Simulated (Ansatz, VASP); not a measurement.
Two plane-wave programs on BP4

```
CELL_PARAMETERS angstrom
3.19302 0.00000 0.00000
-1.59651 2.76524 0.00000
0.00000 0.00000 7.90825
ATOMIC_POSITIONS crystal
B 0.00000 0.00000 0.00000
P 0.33333 0.66667 0.86013
P 0.33333 0.66667 0.41586
P 0.66667 0.33333 0.13987
P 0.66667 0.33333 0.58414
```

Change from the starting cell: species swapped into the Co4H type (P-3m1, No. 164).

Alike in both runs: functional PBE; k mesh 6 × 6 × 2; occupations gaussian, width 0.1 eV; no spin polarisation.

Ansatz relaxed the structure, and its values are those at the end. VASP's run is a single point on that final structure, the one shown.

|  | VASP | Ansatz |
| --- | --- | --- |
| version | VASP 6.6.1 | Ansatz 0.2.0 |
| potentials or method | VASP PAW PBE potentials, release 64 (B, P), cutoff 520 eV | scalar-relativistic, plane waves, PAW |
| valence electrons in the cell | 23 | 23 |

```csv
,VASP,Ansatz,Ansatz less VASP
gap on the k mesh at the Fermi level (eV),none,none,-
pressure (GPa),-0.1,0.2,+0.25
rms of the force components (eV/Å),0.023,0.004,-0.0193
```

A gap of «none» marks a metal or a gap that the smearing closes.

The k mesh is coarse, so the values compare programs but aren't converged.
